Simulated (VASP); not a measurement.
The system is Tl.

```
Tl
1.0
     3.59028    0.00000    0.00000
    -1.79514    3.10928    0.00000
     0.00000    0.00000    5.64194
Tl
2
Direct
  0.33333 0.66667 0.25000
  0.66667 0.33333 0.75000
```

Base run:

* Program: VASP 6.6.1
* Functional: PBE
* Potentials or basis: VASP PAW PBE potentials, release 64 (Tl_d)
* Cutoff: 520 eV
* k mesh: 17 × 17 × 9
* Occupations: fermi-dirac, width 0.1 eV
* Spin: no spin polarisation

Its results: band gap on the k mesh zero (bands 13 and 14 overlap by 4.23 eV); pressure -0.1 GPa.

Question: The run is repeated on the same cell with these changes: k mesh from 17 × 17 × 9 to 4 × 4 × 2. What comes out?

Answer: Band gap on the k mesh zero (bands 13 and 14 overlap by 5.22 eV); pressure 1.1 GPa.

Caveats: some runs use coarse meshes; spin-orbit coupling is left out, which moves the levels of the heavy elements.
